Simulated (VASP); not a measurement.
Wanted: the native input for a VASP 6.6.1 run.

```
Task                   : single point
Functional             : PBE
Potentials or basis    : VASP PAW PBE potentials, release 64 (Lu, Al, N)
Cutoff                 : 520 eV
k mesh                 : 4 × 4 × 6
Occupations            : gaussian, width 0.02 eV
Spin                   : no spin polarisation
Dipole correction      : no
Further INCAR settings : LREAL = Auto; ALGO = Normal; EDIFF = 1e-07; NBANDS = 68
```

The structure of LuAl3N4 lies in POSCAR:

```
LuAl3N4
1.0
    6.6437519102      0.0000000000      0.0000000000
    0.0000000000      5.7304799741      0.0000000000
    0.0000000000      0.0000000000      5.1976036069
Lu Al N
2 6 8
Direct
    0.0000000000      0.8378738006      0.9801414192
    0.5000000000      0.1621261994      0.4801414192
    0.0000000000      0.1867579992      0.4961679848
    0.5000000000      0.8132420008      0.9961679848
    0.2504719826      0.6592479061      0.4960204612
    0.7495280174      0.6592479061      0.4960204612
    0.7504719826      0.3407520939      0.9960204612
    0.2495280174      0.3407520939      0.9960204612
    0.0000000000      0.2096004993      0.8657053144
    0.5000000000      0.7903995007      0.3657053144
    0.2731165058      0.6506311915      0.8637684073
    0.7268834942      0.6506311915      0.8637684073
    0.0000000000      0.8451285746      0.4234075445
    0.7731165058      0.3493688085      0.3637684073
    0.2268834942      0.3493688085      0.3637684073
    0.5000000000      0.1548714254      0.9234075445
```

The input as run:

INCAR

```
ALGO = Normal ; EDIFF = 1E-7
ENCUT = 520 ; GGA = PE
ISIF = 2 ; ISMEAR = 0
LASPH = T ; LCHARG = F
LREAL = Auto ; LWAVE = F
NBANDS = 68 ; NELM = 100
PREC = Accurate ; SIGMA = 0.02
```

KPOINTS

```
k-points
0
Gamma
  4 4 6
```

Potentials or basis: VASP PAW PBE potentials, release 64 (Lu, Al, N).

Launch:

```console
$ cat potpaw_PBE.64/Lu/POTCAR potpaw_PBE.64/Al/POTCAR potpaw_PBE.64/N/POTCAR > POTCAR
$ mpirun -np 1 vasp_std > vasp.out
```

It gave:

The pressure is -4.6 GPa. The largest force is 0.073 eV/Å and the band gap on the k mesh is 3.06 eV (least direct gap 3.07 eV).

Caveat: the cell stands under tension; spin-orbit coupling is left out, which moves the levels of the heavy elements.

It took 22 min on 1 thread of Intel(R) Xeon(R) Platinum 8259CL CPU @ 2.50GHz (Skylake/Cascade Lake) (shared host), peak memory 0.49 GiB.
